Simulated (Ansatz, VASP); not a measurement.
Al6H: VASP beside Ansatz

File INCAR:

```
ALGO = Normal
DIPOL = 0.5 0.5 0.305
EDIFF = 1E-6
ENCUT = 520
GGA = PE
IDIPOL = 3
ISIF = 2
ISMEAR = 0
LASPH = T
LCHARG = F
LDIPOL = T
LREAL = F
LWAVE = F
NBANDS = 32
NELM = 80
PREC = Accurate
SIGMA = 0.1
```

KPOINTS

```
k-points
0
Gamma
  5 5 1
```

File POSCAR:

```
Al6H
1.0
    5.7135165837      0.0000000000      0.0000000000
    0.0000000000      5.7135165837      0.0000000000
    0.0000000000      0.0000000000     22.1746954375
Al H
12 2
Direct
    0.2500000000      0.2500000000      0.1803857921
    0.2500000000      0.7500000000      0.1803857921
    0.7500000000      0.2500000000      0.1803857921
    0.7500000000      0.7500000000      0.1803857921
    0.0000000000      0.0000000000      0.2744050924
    0.0000000000      0.5000000000      0.2744050924
    0.5000000000      0.0000000000      0.2744050924
    0.5000000000      0.5000000000      0.2744050924
    0.2500000000      0.2500000000      0.3686497278
    0.2500000000      0.7500000000      0.3686497278
    0.7500000000      0.2500000000      0.3686497278
    0.7500000000      0.7500000000      0.3686497278
    0.0000000000     -0.0804233248      0.4859004927
    0.0000000000      0.0804233248      0.4859004927
```

Input for Ansatz:

```yaml
crystal:
  lattice:
    - [5.7135165837, 0.0, 0.0]
    - [0.0, 5.7135165837, 0.0]
    - [0.0, 0.0, 22.1746954375]
  atoms:
    - { symbol: Al, position: [0.25, 0.25, 0.1803857921] }
    - { symbol: Al, position: [0.25, 0.75, 0.1803857921] }
    - { symbol: Al, position: [0.75, 0.25, 0.1803857921] }
    - { symbol: Al, position: [0.75, 0.75, 0.1803857921] }
    - { symbol: Al, position: [0.0, 0.0, 0.2744050924] }
    - { symbol: Al, position: [0.0, 0.5, 0.2744050924] }
    - { symbol: Al, position: [0.5, 0.0, 0.2744050924] }
    - { symbol: Al, position: [0.5, 0.5, 0.2744050924] }
    - { symbol: Al, position: [0.25, 0.25, 0.3686497278] }
    - { symbol: Al, position: [0.25, 0.75, 0.3686497278] }
    - { symbol: Al, position: [0.75, 0.25, 0.3686497278] }
    - { symbol: Al, position: [0.75, 0.75, 0.3686497278] }
    - { symbol: H, position: [0.0, -0.0804233248, 0.4859004927] }
    - { symbol: H, position: [0.0, 0.0804233248, 0.4859004927] }
basis:
  ecutwfc: 420
kpoints:
  mp_grid: { grid: [5, 5, 1] }
hamiltonian:
  xc: pbe
  pseudopotentials: { kind: paw, azcp: { folder: soft_1 } }
scf:
  occupations: { method: gaussian, width: 0.1 }
output:
  forces: true
  eigenvalues: true
efield:
  axis: 3
  dipole_correction: true
  ramp_width: 0.04
```

Alike in both runs: task single point; functional PBE; k mesh 5 × 5 × 1; occupations gaussian, width 0.1 eV; no spin polarisation.

```csv
,VASP,Ansatz
version,VASP 6.6.1,Ansatz 0.2.0
potentials or method,"VASP PAW PBE potentials, release 64 (Al, H), cutoff 520 eV","scalar-relativistic, plane waves, PAW"
valence electrons in the cell,38,38
```

|  | VASP | Ansatz | Ansatz less VASP |
| --- | --- | --- | --- |
| gap on the k mesh at the Fermi level (eV) | none | none | - |
| rms of the force components (eV/Å) | 0.736 | 0.736 | -0.0001 |

Atom by atom the forces differ by 0.001 eV/Å (rms over components). A gap of «none» marks a metal or a gap that the smearing closes.
